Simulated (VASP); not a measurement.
WC:

```
CELL_PARAMETERS angstrom
0.00000 2.19268 2.19268
2.19268 0.00000 2.19268
2.19268 2.19268 0.00000
ATOMIC_POSITIONS crystal
W 0.00000 0.00000 0.00000
C 0.50000 0.50000 0.50000
```

Base run:

```yaml
Program: VASP 6.6.1
Functional: r2SCAN
Potentials_or_basis: VASP PAW PBE potentials, release 64 (W_sv, C)
Cutoff: 520 eV
k_mesh: 12 × 12 × 12
Occupations: fermi-dirac, width 0.25 eV
Spin: no spin polarisation
```

Its results: band gap on the k mesh zero (band 9 reaches 13.50 eV, above the bottom of band 10 at 10.19 eV); pressure -2.5 GPa.

Question: The run is repeated on the same cell with these changes: occupations from fermi-dirac, width 0.25 eV to fermi-dirac, width 0.05 eV. What comes out?

Answer: Band gap on the k mesh zero (band 9 reaches 13.49 eV, above the bottom of band 10 at 10.18 eV); pressure -3.8 GPa.

Caveats: the PAW data sets were made with another functional, which shifts forces and pressure a little; spin-orbit coupling is left out, which moves the levels of the heavy elements.
